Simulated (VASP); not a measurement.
# Si (Im-3m) in VASP: notebook

Runs on Si. Level: PBE. Tasks: relaxation of cell and atoms.

All numbers are computed with VASP 6.6.1; they aren't measurements. Logs are shortened: lines on timing, memory, paths and dates and some standing lists are left out, and cuts for length are marked.

**1. The cell of the first run**

It takes space group Im-3m (No. 229, cubic). The conventional cell has a = 3.130 Å, b = 3.130 Å, c = 3.130 Å, α = 90.00°, β = 90.00°, γ = 90.00°. Si (site symmetry m-3m) has 14 Si at 2.71 to 3.13 Å within 3.6 Å.

This isn't the form of Si at room conditions, which is diamond.

**2. Relaxation of cell and atoms, PBE, target pressure 15 GPa, at which the enthalpy is minimised**

The input, INCAR:

```
PREC = Accurate
ENCUT = 500
EDIFF = 1E-7
ISMEAR = -1
SIGMA = 0.05
LREAL = False
LASPH = True
NELM = 120
ALGO = Normal
ISIF = 3
LWAVE = False
LCHARG = False
GGA = PE
IBRION = 2
NSW = 60
EDIFFG = -0.01
PSTRESS = 150.0
GGA_COMPAT = False
NELMIN = 4
```

The input, KPOINTS:

```
Automatic mesh
0
Gamma
  11 11 11
```

The input, POSCAR:

```
Si
1.0
   -1.5650000000      1.5650000000      1.5650000000
    1.5650000000     -1.5650000000      1.5650000000
    1.5650000000      1.5650000000     -1.5650000000
Si
1
Direct
    0.0000000000      0.0000000000      0.0000000000
```

Potentials or basis: VASP PAW PBE potentials, release 64 (Si).

Started as:

```console
> cat potpaw_PBE.64/Si/POTCAR > POTCAR
> mpirun -np 1 vasp_std > vasp.out
```

OUTCAR:

```text
PREC = Accurate
   ENCUT = 500
   EDIFF = 1E-7
   ISMEAR = -1
   LREAL = False
   LASPH = True
   NELM = 120
   ISIF = 3
   GGA = PE
   IBRION = 2
   NSW = 60
   EDIFFG = -0.01
   PSTRESS = 150.0
   NELMIN = 4

 ion  position               nearest neighbor table
   1  0.000  0.000  0.000-

  LATTYP: Found a body centered cubic cell.
 ALAT       =     3.1300000000

  Lattice vectors:

 A1 = (  -1.5650000000,   1.5650000000,   1.5650000000)
 A2 = (   1.5650000000,  -1.5650000000,   1.5650000000)
 A3 = (   1.5650000000,   1.5650000000,  -1.5650000000)

Analysis of symmetry for initial positions (statically):
=====================================================================
 Subroutine PRICEL returns:
 Original cell was already a primitive cell.

 Routine SETGRP: Setting up the symmetry group for a
 body centered cubic supercell.

 Subroutine GETGRP returns: Found 48 space group operations
 (whereof 48 operations were pure point group operations)
 out of a pool of 48 trial point group operations.

The static configuration has the point symmetry O_h .

Analysis of symmetry for dynamics (positions and initial velocities):
=====================================================================
 Subroutine PRICEL returns:
 Original cell was already a primitive cell.

 Routine SETGRP: Setting up the symmetry group for a
 body centered cubic supercell.

 Subroutine GETGRP returns: Found 48 space group operations
 (whereof 48 operations were pure point group operations)
 out of a pool of 48 trial point group operations.

The dynamic configuration has the point symmetry O_h .

 Subroutine INISYM returns: Found 48 space group operations
 (whereof 48 operations are pure point group operations),
 and found     1 'primitive' translations

----------------------------------------------------------------------------------------

                                     Primitive cell

  volume of cell :      15.3321

  direct lattice vectors                    reciprocal lattice vectors
    -1.565000000  1.565000000  1.565000000     0.000000000  0.319488818  0.319488818
     1.565000000 -1.565000000  1.565000000     0.319488818  0.000000000  0.319488818
     1.565000000  1.565000000 -1.565000000     0.319488818  0.319488818  0.000000000

  length of vectors
     2.710659514  2.710659514  2.710659514     0.451825419  0.451825419  0.451825419

  position of ions in fractional coordinates (direct lattice)
     0.000000000  0.000000000  0.000000000

  ion indices of the primitive-cell ions
   primitive index   ion index
[... 54 lines left out ...]
 [... further k-points ...]
   k-points           NKPTS =     56   k-points in BZ     NKDIM =     56   number of bands    NBANDS=      6
   number of dos      NEDOS =    301   number of ions     NIONS =      1
   total plane-waves  NPLWV =   8000
   dimension x,y,z NGX =    20 NGY =   20 NGZ =   20
   dimension x,y,z NGXF=    40 NGYF=   40 NGZF=   40
   ions per type =               1
   NGX,Y,Z   is equivalent  to a cutoff of  12.27, 12.27, 12.27 a.u.
   NGXF,Y,Z  is equivalent  to a cutoff of  24.53, 24.53, 24.53 a.u.
 SYSTEM =  unknown system
   PREC   = accura    normal or accurate (medium, high low for compatibility)
   ISTART =      0    job   : 0-new  1-cont  2-samecut
   ICHARG =      2    charge: 1-file 2-atom 10-const
   ISPIN  =      1    spin polarized calculation?
   LNONCOLLINEAR =      F non collinear calculations
   LSORBIT =      F    spin-orbit coupling
   LASPH  =      T    aspherical Exc in radial PAW
   ENCUT  =  500.0 eV  36.75 Ry    6.06 a.u.   4.94  4.94  4.94*2*pi/ulx,y,z
   NELM   =    120;   NELMIN=  4; NELMDL= -5     # of ELM steps
   EDIFF  = 0.1E-06   stopping-criterion for ELM
   LREAL  =      F    real-space projection
   EDIFFG = -.1E-01   stopping-criterion for IOM
   NSW    =     60    number of steps for IOM
   IBRION =      2    ionic relax: 0-MD 1-quasi-New 2-CG
   NFREE  =      1    steps in history (QN), initial steepest desc. (CG)
   ISIF   =      3    stress and relaxation
   ISYM   =      2    0-nonsym 1-usesym 2-fastsym
   POTIM  = 0.5000    time-step for ionic-motion
   TEBEG  =    0.0;   TEEND  =   0.0 temperature during run
   PSTRESS=  150.0 pullay stress
   NELECT =       4.0000    total number of electrons
   NUPDOWN=      -1.0000    fix difference up-down
   EMIN   =  10.00;   EMAX   =-10.00  energy-range for DOS
   EFERMI =   0.00;   METHOD = LEGACY
   ISMEAR =    -1;   SIGMA  =   0.05  broadening in eV -4-tet -1-fermi 0-gaus
   EFERMI_NEDOS =   21; number of points for ismear=-14 and -15
   IALGO  =     38    algorithm
   IMIX   =      4    mixing-type and parameters
     AMIX     =   0.40;   BMIX     =  1.00
     AMIX_MAG =   1.60;   BMIX_MAG =  1.00
  volume/ion in A,a.u.               =      15.33       103.47
  Fermi-wavevector in a.u.,A,eV,Ry     =   1.046069  1.976784 14.888327  1.094261
  Thomas-Fermi vector in A             =   2.180892
   LORBIT       =      0    0 simple, 1 ext, 2 COOP (PROOUT), +10 PAW based schemes
   GGA     = PE    functional components
   LHFCALC =     F    Hartree Fock is set to
   AEXX    =    0.0000 exact exchange contribution
   IVDW    =     0    specifies the selected vdW correction
   LEPSILON=     F    determine dielectric tensor
   LRPA    =     F    only Hartree local field effects (RPA)
 conjugate gradient relaxation of ions
 non-spin polarized calculation
  energy-cutoff  :      500.00
  volume of cell :       15.33
 maximum number of plane-waves:       402
   NGX =  9   NGY =  9   NGZ =  9

--------------------------------------- Ionic step        1  -------------------------------------------

 number of electron       4.0000000 magnetization

 Free energy of the ion-electron system (eV)
  ---------------------------------------------------
  ext. energy  EPLUGINS =         0.00000000
  ---------------------------------------------------
  free energy    TOTEN  =        -4.87661318 eV

  energy without entropy =       -4.87020789  energy(sigma->0) =       -4.87341054

 E-fermi :   9.2971     XC(G=0): -10.9643

 val. band max:        9.2582523607   @ k =   0.2727   0.1818   0.0909
 cond. band min:       9.3019038512   @ k =   0.1818   0.1818   0.1818
 fundamental gap:      0.0436514905
 Fermi energy:         9.2970573923

 k-point     1 :       0.0000    0.0000    0.0000
  band No.  band energies     occupation
      1      -4.4982      2.00000
      2      20.0892      0.00000
      3      20.0892      0.00000
      4      20.0892      0.00000
      5      21.6306      0.00000
      6      21.6306      0.00000
[... 280 lines left out ...]
--------------------------------------- Ionic step        3  -------------------------------------------

 number of electron       4.0000000 magnetization

 Free energy of the ion-electron system (eV)
  ---------------------------------------------------
  ext. energy  EPLUGINS =         0.00000000
  ---------------------------------------------------
  free energy    TOTEN  =        -4.81957690 eV

  energy without entropy =       -4.81461456  energy(sigma->0) =       -4.81709573

 E-fermi :  11.5403     XC(G=0): -11.6419

 val. band max:       11.5138184375   @ k =   0.2727   0.1818   0.0909
 cond. band min:      11.6058762529   @ k =  -0.4545  -0.4545   0.1818
 fundamental gap:      0.0920578154
 Fermi energy:        11.5403303913

 k-point     1 :       0.0000    0.0000    0.0000
  band No.  band energies     occupation
      1      -3.8155      2.00000
      2      24.5849      0.00000
      3      24.5849      0.00000
      4      24.5849      0.00000
      5      24.6329      0.00000
      6      24.6329      0.00000
[... 239 lines left out ...]
  energy  without entropy=       -4.8146145600  energy(sigma->0) =       -4.81709573

  enthalpy is  TOTEN    =        -3.6048349465 eV   P V=        1.2147419522

 reached required accuracy - stopping structural energy minimisation
```

OSZICAR:

```text
N       E                     dE             d eps       ncg     rms          rms(c)
DAV:   1    -0.154146234285E+01   -0.15415E+01   -0.16903E+03   738   0.481E+02
DAV:   2    -0.485922313077E+01   -0.33178E+01   -0.31485E+01   978   0.411E+01
DAV:   3    -0.489314414865E+01   -0.33921E-01   -0.33765E-01   846   0.423E+00
[... 23 lines left out ...]
DAV:   3    -0.481960117207E+01    0.68637E-02   -0.62191E-03   738   0.479E-01    0.182E-01
DAV:   4    -0.481959740542E+01    0.37666E-05   -0.16057E-05   942   0.473E-02    0.153E-01
DAV:   5    -0.481957651856E+01    0.20887E-04   -0.25413E-06   786   0.150E-02    0.236E-02
DAV:   6    -0.481957694291E+01   -0.42435E-06   -0.34697E-08   558   0.218E-03    0.371E-03
DAV:   7    -0.481957689877E+01    0.44142E-07   -0.17988E-09   390   0.523E-04
   3 F= -.36048349E+01 E0= -.36023538E+01  d E =-.163657E+00
```

Run time: 4.4 s. Hardware: 1 thread of Intel Xeon 6975P-C (Granite Rapids), shared host; peak memory 0.12 GiB.

What came out:

| Property | Result |
| --- | --- |
| Free energy | -4.8196 eV |
| Relaxed volume | 12.97 Å³/atom |
| Relaxed cell | a = 2.564 Å, b = 2.564 Å, c = 2.564 Å, α = 109.47°, β = 109.47°, γ = 109.47° |
| Space group after relaxing (to 0.1 Å) | Im-3m (No. 229) |
| Energy change on relaxing (the run minimises the enthalpy) | +57.0 meV/atom |
| Ionic steps | 3 |
| Pressure after relaxing | 14.9 GPa |
| Band gap on the k mesh | zero (bands 2 and 3 overlap by 17.30 eV) |

The path:
| step | energy change (eV) | largest force (eV/Å) | pressure (GPa) | volume (Å³) |
| --- | --- | --- | --- | --- |
| 1 | 0.0000 | 0.0000 | -4.26 | 15.33 |
| 2 | 0.2693 | 0.0000 | 36.49 | 11.60 |
| 3 | 0.0570 | 0.0000 | 14.91 | 12.97 |

Final structure:
```xyz
1
Lattice="-1.4803 1.4803 1.4803 1.4803 -1.4803 1.4803 1.4803 1.4803 -1.4803" Properties=species:S:1:pos:R:3 pbc="T T T"
Si    0.0000    0.0000    0.0000
```

Levels at points of the mesh, in eV from the Fermi level:
```
           k point  band 1  band 2  band 3  band 4  band 5
(0.00, 0.00, 0.00)  -15.36   13.04   13.04   13.04   13.09
```

Caveat: the cell is relaxed towards a set pressure, so the run minimises the enthalpy, not the energy; the volume moved by over 15 % at a fixed basis, so the end points are rough.

**3. Relaxation of cell and atoms, PBE, target pressure 30 GPa, at which the enthalpy is minimised**

The input, INCAR:

```
  ALGO = Normal
  EDIFF = 1E-7
  EDIFFG = -0.01
  ENCUT = 500
  GGA = PE
  GGA_COMPAT = F
  IBRION = 2
  ISIF = 3
  ISMEAR = -1
  LASPH = T
  LCHARG = F
  LREAL = F
  LWAVE = F
  NELM = 120
  NELMIN = 4
  NSW = 60
  PREC = Accurate
  PSTRESS = 300.0
  SIGMA = 0.05
```

The input, KPOINTS:

```
k-points
0
Gamma
  11 11 11
```

POSCAR is that of step 2.

Potentials or basis: VASP PAW PBE potentials, release 64 (Si).

Started as:

```console
> cat potpaw_PBE.64/Si/POTCAR > POTCAR
> mpirun -np 1 vasp_std > vasp.out
```

Wall time 6.7 s (1 thread of Intel Xeon 6975P-C (Granite Rapids), shared host); peak memory 0.12 GiB.

Results (log left out):

```yaml
Free_energy: -4.6765 eV
Relaxed_volume: 11.93 Å³/atom
Relaxed_cell: a = 2.493 Å, b = 2.493 Å, c = 2.493 Å, α = 109.47°, β = 109.47°, γ = 109.47°
Space_group_after_relaxing_to_0.1_Å: Im-3m (No. 229)
Energy_change_on_relaxing_the_run_minimises_the_enthalpy: +200.1 meV/atom
Ionic_steps: 7
Pressure_after_relaxing: 30.0 GPa
Band_gap_on_the_k_mesh: zero (bands 2 and 3 overlap by 17.65 eV)
```

The path:
```
step  energy change (eV)  largest force (eV/Å)  pressure (GPa)  volume (Å³)
   1              0.0000                0.0000           -4.26        15.33
   2              1.3467                0.0000          117.54         9.15
   3              0.1698                0.0000           27.04        12.10
   4              0.1941                0.0000           29.42        11.96
   5              0.2056                0.0000           30.54        11.90
   6              0.1939                0.0000           29.41        11.96
   7              0.2001                0.0000           30.01        11.93
```

Final structure:
```
Si
1.0
    -1.43944    1.43944    1.43944
     1.43944   -1.43944    1.43944
     1.43944    1.43944   -1.43944
Si
1
Direct
  0.00000 0.00000 0.00000
```

Levels at points of the mesh, in eV from the Fermi level:
| k point | band 1 | band 2 | band 3 | band 4 | band 5 |
| --- | --- | --- | --- | --- | --- |
| (0.00, 0.00, 0.00) | -16.24 | 13.47 | 13.47 | 13.47 | 14.29 |

Caveat: the cell is relaxed towards a set pressure, so the run minimises the enthalpy, not the energy; the volume moved by over 15 % at a fixed basis, so the end points are rough.

**4. Relaxation of cell and atoms, PBE, target pressure 45 GPa, at which the enthalpy is minimised**

The input, INCAR:

```
PREC     = Accurate       # precision mode
ENCUT    = 500            # plane-wave cutoff, eV
EDIFF    = 1E-7           # SCF threshold, eV
ISMEAR   = -1             # smearing method
SIGMA    = 0.05           # smearing width, eV
LREAL    = F              # projectors in reciprocal space
LASPH    = T              # aspherical terms in the spheres
NELM     = 120            # most SCF steps
ALGO     = Normal         # electronic algorithm
ISIF     = 3              # what is computed and relaxed
LWAVE    = F              # write WAVECAR
LCHARG   = F              # write CHGCAR
GGA      = PE             # functional
IBRION   = 2              # ionic algorithm
NSW      = 60             # ionic steps
EDIFFG   = -0.01          # ionic threshold
PSTRESS  = 450.0        
GGA_COMPAT= F            
NELMIN   = 4
```

The input, KPOINTS:

```
regular mesh
0
Gamma
  11 11 11
```

POSCAR is that of step 3.

Started as:

```console
> cat potpaw_PBE.64/Si/POTCAR > POTCAR
> mpirun -np 1 vasp_std > vasp.out
```

It took 5.8 s on 1 thread of Intel Xeon 6975P-C (Granite Rapids), shared host; peak memory 0.12 GiB.

The run converged. Its results:

| Property | Result |
| --- | --- |
| Free energy | -4.5097 eV |
| Relaxed volume | 11.21 Å³/atom |
| Relaxed cell | a = 2.442 Å, b = 2.442 Å, c = 2.442 Å, α = 109.47°, β = 109.47°, γ = 109.47° |
| Space group after relaxing (to 0.1 Å) | Im-3m (No. 229) |
| Energy change on relaxing (the run minimises the enthalpy) | +366.9 meV/atom |
| Ionic steps | 5 |
| Pressure after relaxing | 45.1 GPa |
| Band gap on the k mesh | zero (bands 2 and 3 overlap by 17.89 eV) |

Step by step:
```
step  energy change (eV)  largest force (eV/Å)  pressure (GPa)  volume (Å³)
   1              0.0000                0.0000           -4.26        15.33
   2              3.8637                0.0000          303.32         7.07
   3              0.2637                0.0000           35.98        11.62
   4              0.3335                0.0000           42.17        11.33
   5              0.3669                0.0000           45.05        11.21
```

Final structure:
```
Si
1.0
    -1.40992    1.40992    1.40992
     1.40992   -1.40992    1.40992
     1.40992    1.40992   -1.40992
Si
1
Direct
  0.00000 0.00000 0.00000
```

Levels at points of the mesh, in eV from the Fermi level:
```
           k point  band 1  band 2  band 3  band 4  band 5
(0.00, 0.00, 0.00)  -16.91   13.77   13.77   13.77   15.31
```

Caveat: the cell is relaxed towards a set pressure, so the run minimises the enthalpy, not the energy; the volume moved by over 15 % at a fixed basis, so the end points are rough.

**5. The runs side by side**

```tsv
cell	gap on the mesh (eV)	pressure (GPa)
relaxed to 15 GPa	none	14.9
relaxed to 30 GPa	none	30.0
relaxed to 45 GPa	none	45.1
```

Alike in all rows: task relaxation of cell and atoms; level PBE; potentials or basis VASP PAW PBE potentials, release 64 (Si); no spin polarisation; k mesh 11 × 11 × 11; cutoff (eV) 500; smearing fermi-dirac 0.05 eV.

Caveats: the cell is relaxed towards a set pressure, so the run minimises the enthalpy, not the energy; the volume moved by over 15 % at a fixed basis, so the end points are rough.

Absolute energies hang on the potentials; compare differences alone.
